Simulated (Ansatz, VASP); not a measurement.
NiO: VASP beside Ansatz

```
Ni O
1.0
     0.00000    2.10819    2.10819
     2.10819    0.00000    2.10819
     2.10819    2.10819    0.00000
Ni O
1 1
Direct
  0.00000 0.00000 0.00000
  0.50000 0.50000 0.50000
```

Alike in both runs: functional PBE; k mesh 22 × 22 × 22; occupations gaussian, width 0.1 eV; collinear spin.

Ansatz relaxed the structure, and its values are those at the end. VASP's run is a single point on that final structure, the one shown.

|  | VASP | Ansatz |
| --- | --- | --- |
| version | VASP 6.6.1 | Ansatz 0.2.0 |
| potentials or method | VASP PAW PBE potentials, release 64 (Ni, O), cutoff 520 eV | scalar-relativistic, plane waves, PAW |
| valence electrons in the cell | 16 | 24 |

Ansatz gave:

- gap on the k mesh at the Fermi level (eV): none
- pressure (GPa): 0.0
- net moment per atom (μB): 0.90
- size of the moment on the site where the two differ most (μB): 0.29

Task: Estimate VASP's values.

Result: gap on the k mesh at the Fermi level (eV): none; pressure (GPa): -0.4; net moment per atom (μB): 0.89; size of the moment on the site where the two differ most (μB): 0.27.

Site moments also hang on the region over which each program counts them. A gap of «none» marks a metal or a gap that the smearing closes. The functional is the same, so the differences come from potentials, cutoffs and numerics. VASP's potentials hold 16 valence electrons a cell and Ansatz's 24, so a difference there can come from the potentials and not from the codes.
